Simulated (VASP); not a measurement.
# PbS in VASP: further runs

Runs on PbS. Level: PBE. Tasks: single point.

Everything below comes from runs of VASP 6.6.1. Logs are shortened: lines on timing, memory, paths and dates and some standing lists are left out, and cuts for length are marked.

## (1) The cell of the first run

Symmetry: R-3m, No. 166, trigonal system. The conventional cell has a = 4.267 Å, b = 4.267 Å, c = 10.239 Å, α = 90.00°, β = 90.00°, γ = 120.00°. Pb (site symmetry -3m) has 6 S at 3.00 Å within 3.9 Å. S (site symmetry -3m) has 6 Pb at 3.00 Å within 3.9 Å.

## (2) Single point, PBE (epitaxial 111 strain +1.0%)

INCAR reads:

```
SYSTEM = PbS
PREC = Accurate
ENCUT = 520
EDIFF = 1E-6
ISMEAR = 0
SIGMA = 0.01
LREAL = .False.
LASPH = .True.
NELM = 60
ALGO = Normal
ISIF = 2
LWAVE = .False.
LCHARG = .False.
GGA = PE
NBANDS = 17
```

KPOINTS reads:

```
regular mesh
0
Gamma
  4 4 4
  0 0 0
```

POSCAR reads:

```
PbS
1.0
   -0.0409198969      2.9761851211      2.9761851211
    2.9761851211     -0.0409198969      2.9761851211
    2.9761851211      2.9761851211     -0.0409198969
Pb S
1 1
Direct
    0.0000000000      0.0000000000      0.0000000000
    0.5000000000      0.5000000000      0.5000000000
```

Potentials or basis: VASP PAW PBE potentials, release 64 (Pb_d, S).

Started as:

```
> cat potpaw_PBE.64/Pb_d/POTCAR potpaw_PBE.64/S/POTCAR > POTCAR
> mpirun -np 1 vasp_std > vasp.out
```

OUTCAR:

```text
SYSTEM = PbS
   PREC = Accurate
   ENCUT = 520
   EDIFF = 1E-6
   ISMEAR = 0
   LREAL = .False.
   LASPH = .True.
   NELM = 60
   ISIF = 2
   GGA = PE

 ion  position               nearest neighbor table
   1  0.000  0.000  0.000-   2 3.00   2 3.00   2 3.00   2 3.00   2 3.00   2 3.00
   2  0.500  0.500  0.500-   1 3.00   1 3.00   1 3.00   1 3.00   1 3.00   1 3.00

  LATTYP: Found a trigonal (rhomboedric) cell.
 ALAT       =     4.2091602711
 COS(alpha) =     0.4862049343

  Lattice vectors:

 A1 = (  -0.0409198969,   2.9761851211,   2.9761851211)
 A2 = (   2.9761851211,  -0.0409198969,   2.9761851211)
 A3 = (   2.9761851211,   2.9761851211,  -0.0409198969)

Analysis of symmetry for initial positions (statically):
=====================================================================
 Subroutine PRICEL returns:
 Original cell was already a primitive cell.

 Routine SETGRP: Setting up the symmetry group for a
 trigonal (rhombohedral) supercell.

 Subroutine GETGRP returns: Found 12 space group operations
 (whereof 12 operations were pure point group operations)
 out of a pool of 12 trial point group operations.

The static configuration has the point symmetry D_3d.

Analysis of symmetry for dynamics (positions and initial velocities):
=====================================================================
 Subroutine PRICEL returns:
 Original cell was already a primitive cell.

 Routine SETGRP: Setting up the symmetry group for a
 trigonal (rhombohedral) supercell.

 Subroutine GETGRP returns: Found 12 space group operations
 (whereof 12 operations were pure point group operations)
 out of a pool of 12 trial point group operations.

The dynamic configuration has the point symmetry D_3d.

 Subroutine INISYM returns: Found 12 space group operations
 (whereof 12 operations are pure point group operations),
 and found     1 'primitive' translations

----------------------------------------------------------------------------------------

                                     Primitive cell

  volume of cell :      53.8115

  direct lattice vectors                    reciprocal lattice vectors
    -0.040919897  2.976185121  2.976185121    -0.164574626  0.166868925  0.166868925
     2.976185121 -0.040919897  2.976185121     0.166868925 -0.164574626  0.166868925
     2.976185121  2.976185121 -0.040919897     0.166868925  0.166868925 -0.164574626

  length of vectors
     4.209160271  4.209160271  4.209160271     0.287706941  0.287706941  0.287706941

[... 67 lines left out ...]
   NELM   =     60;   NELMIN=  2; NELMDL= -5     # of ELM steps
   EDIFF  = 0.1E-05   stopping-criterion for ELM
   LREAL  =      F    real-space projection
   EDIFFG = 0.1E-04   stopping-criterion for IOM
   NSW    =      0    number of steps for IOM
   IBRION =     -1    ionic relax: 0-MD 1-quasi-New 2-CG
   NFREE  =      0    steps in history (QN), initial steepest desc. (CG)
   ISIF   =      2    stress and relaxation
   ISYM   =      2    0-nonsym 1-usesym 2-fastsym
   POTIM  = 0.5000    time-step for ionic-motion
   TEBEG  =    0.0;   TEEND  =   0.0 temperature during run
   PSTRESS=    0.0 pullay stress
   NELECT =      20.0000    total number of electrons
   NUPDOWN=      -1.0000    fix difference up-down
   EMIN   =  10.00;   EMAX   =-10.00  energy-range for DOS
   EFERMI =   0.00;   METHOD = LEGACY
   ISMEAR =     0;   SIGMA  =   0.01  broadening in eV -4-tet -1-fermi 0-gaus
   EFERMI_NEDOS =   21; number of points for ismear=-14 and -15
   IALGO  =     38    algorithm
   IMIX   =      4    mixing-type and parameters
     AMIX     =   0.40;   BMIX     =  1.00
     AMIX_MAG =   1.60;   BMIX_MAG =  1.00
  volume/ion in A,a.u.               =      26.91       181.57
  Fermi-wavevector in a.u.,A,eV,Ry     =   1.177045  2.224293 18.849998  1.385436
  Thomas-Fermi vector in A             =   2.313399
   LORBIT       =      0    0 simple, 1 ext, 2 COOP (PROOUT), +10 PAW based schemes
   GGA     = PE    functional components
   LHFCALC =     F    Hartree Fock is set to
   AEXX    =    0.0000 exact exchange contribution
   IVDW    =     0    specifies the selected vdW correction
   LEPSILON=     F    determine dielectric tensor
   LRPA    =     F    only Hartree local field effects (RPA)
 non-spin polarized calculation
 Gauss-broadening in eV      SIGMA  =   0.01
  energy-cutoff  :      520.00
  volume of cell :       53.81
 maximum number of plane-waves:      1458
   NGX = 15   NGY = 15   NGZ = 15

 number of electron      20.0000002 magnetization

 Free energy of the ion-electron system (eV)
  ---------------------------------------------------
  ext. energy  EPLUGINS =         0.00000000
  ---------------------------------------------------
  free energy    TOTEN  =        -8.75433021 eV

  energy without entropy =       -8.75433021  energy(sigma->0) =       -8.75433021

 E-fermi :   5.5249     XC(G=0):  -9.5395

 val. band max:        5.4129548978   @ k =   0.5000   0.0000  -0.0000
 cond. band min:       5.7592138487   @ k =   0.5000   0.5000   0.5000
 fundamental gap:      0.3462589509
 Fermi energy:         5.5248838309

 k-point     1 :       0.0000    0.0000    0.0000
  band No.  band energies     occupation
      1     -11.3588      2.00000
      2     -11.3580      2.00000
      3     -11.3580      2.00000
      4     -11.3390      2.00000
      5     -11.3390      2.00000
      6      -7.9012      2.00000
[... 237 lines left out ...]
      4     -11.3127      2.00000
      5     -11.3127      2.00000
      6      -6.7112      2.00000
[... 9 lines left out ...]
     16      15.6654      0.00000
     17      16.0141      0.00000

------------------------ aborting loop because EDIFF is reached ----------------------------------------

  FORCE on cell =-STRESS in cart. coord.  units (eV):
  Direction    XX          YY          ZZ          XY          YZ          ZX
  --------------------------------------------------------------------------------------
  -------------------------------------------------------------------------------------
  Total        0.1404357      0.1404357      0.1404357      0.0951515      0.0951515      0.0951515
  in kB        4.1813176      4.1813176      4.1813176      2.8330311      2.8330311      2.8330311
  external PRESSURE =       4.1813176 kB  Pullay stress =       0.0000000 kB

 VOLUME and BASIS-vectors are now :
 -----------------------------------------------------------------------------
  energy-cutoff  :      520.00
  volume of cell :       53.81
      direct lattice vectors                 reciprocal lattice vectors
    -0.040919897  2.976185121  2.976185121    -0.164574626  0.166868925  0.166868925
     2.976185121 -0.040919897  2.976185121     0.166868925 -0.164574626  0.166868925
     2.976185121  2.976185121 -0.040919897     0.166868925  0.166868925 -0.164574626

 POSITION                                       TOTAL-FORCE (eV/Angst)
 -----------------------------------------------------------------------------------
      0.00000      0.00000      0.00000         0.000000     -0.000000      0.000000
      2.95573      2.95573      2.95573        -0.000000      0.000000     -0.000000
 -----------------------------------------------------------------------------------
    total drift:                                0.000000     -0.000000     -0.000000

  FREE ENERGIE OF THE ION-ELECTRON SYSTEM (eV)
  ---------------------------------------------------
  free  energy   TOTEN  =        -8.7543302070 eV

  energy  without entropy=       -8.7543302070  energy(sigma->0) =       -8.75433021
```

OSZICAR:

```text
N       E                     dE             d eps       ncg     rms          rms(c)
DAV:   1     0.161546877924E+03    0.16155E+03   -0.95428E+03   450   0.121E+03
DAV:   2     0.393868749169E+01   -0.15761E+03   -0.15173E+03   444   0.313E+02
DAV:   3    -0.891640523606E+01   -0.12855E+02   -0.12761E+02   593   0.942E+01
DAV:   4    -0.925532164097E+01   -0.33892E+00   -0.33858E+00   553   0.167E+01
DAV:   5    -0.926712235485E+01   -0.11801E-01   -0.11800E-01   675   0.311E+00    0.437E+00
DAV:   6    -0.874993860416E+01    0.51718E+00   -0.15666E+00   695   0.798E+00    0.314E+00
DAV:   7    -0.875110753649E+01   -0.11689E-02   -0.13981E-01   531   0.185E+00    0.182E+00
DAV:   8    -0.875455275155E+01   -0.34452E-02   -0.16311E-02   507   0.134E+00    0.277E-01
DAV:   9    -0.875411961974E+01    0.43313E-03   -0.34932E-03   690   0.476E-01    0.931E-02
DAV:  10    -0.875432246454E+01   -0.20284E-03   -0.38742E-04   502   0.110E-01    0.570E-02
DAV:  11    -0.875432942975E+01   -0.69652E-05   -0.53464E-05   619   0.786E-02    0.153E-02
DAV:  12    -0.875433020705E+01   -0.77730E-06   -0.37912E-06   551   0.213E-02
   1 F= -.87543302E+01 E0= -.87543302E+01  d E =-.103176E-57
```

stdout:

```text
POSCAR found type information on POSCAR PbS
 POSCAR found :  2 types and       2 ions
 scaLAPACK will be used
 LDA part: xc-table for (Slater+PW92), standard interpolation
 POSCAR, INCAR and KPOINTS ok, starting setup
 FFT: planning ... GRIDC
 FFT: planning ... GRID_SOFT
 FFT: planning ... GRID
 WAVECAR not read
 entering main loop
```

It took 7.7 s on 1 thread of AMD EPYC 7R13 (Zen 3), shared host; peak memory 0.14 GiB.

Results:

- Free energy: -8.7543 eV
- Pressure: 0.4 GPa
- Band gap on the k mesh: 0.35 eV, indirect (least direct gap 0.45 eV)

Caveat: the k points lie up to 0.45 Å⁻¹ apart; the cell differs from its parent crystal (epitaxial 111 strain +1.0%); spin-orbit coupling is left out, which moves the levels of the heavy elements. A k mesh can miss the band edges.

## (3) Single point, PBE

This run uses another cell than the first one, of 26.66 Å³/atom, 0.991 times its volume.

INCAR reads:

```
  PREC = Accurate
  ENCUT = 520
  EDIFF = 1E-6
  ISMEAR = 0
  SIGMA = 0.01
  LREAL = F
  LASPH = T
  NELM = 60
  ALGO = Normal
  ISIF = 2
  LWAVE = F
  LCHARG = F
  GGA = PE
  NBANDS = 17
```

KPOINTS reads:

```
Automatic mesh
0
Gamma
  4 4 4
```

POSCAR reads:

```
PbS
1.0
    0.0000000000      2.9872326629      2.9872326629
    2.9872326629      0.0000000000      2.9872326629
    2.9872326629      2.9872326629      0.0000000000
Pb S
1 1
Direct
    0.0000000000      0.0000000000      0.0000000000
    0.5000000000      0.5000000000      0.5000000000
```

Potentials or basis: VASP PAW PBE potentials, release 64 (Pb_d, S).

Started as:

```
> cat potpaw_PBE.64/Pb_d/POTCAR potpaw_PBE.64/S/POTCAR > POTCAR
> mpirun -np 1 vasp_std > vasp.out
```

Wall time 8.9 s (1 thread of Intel Xeon 8259CL, shared host); peak memory 0.17 GiB.

It converged, with:

```yaml
Free_energy: -8.7539 eV
Pressure: 0.9 GPa
Band_gap_on_the_k_mesh: 0.44 eV, direct
```

Levels at points of the mesh, in eV from the valence-band top:
```
           k point  band 8  band 9  band 10  band 11  band 12  band 13
(0.00, 0.00, 0.00)   -2.04   -2.04    -2.04     5.17     5.17     5.17
(0.50, 0.00, 0.00)   -1.67   -1.67     0.00     0.44     2.03     2.03
(0.50, 0.50, 0.00)   -4.99   -3.28    -3.28     3.98     5.53     5.62
```

Caveat: the k points lie up to 0.46 Å⁻¹ apart; spin-orbit coupling is left out, which moves the levels of the heavy elements.
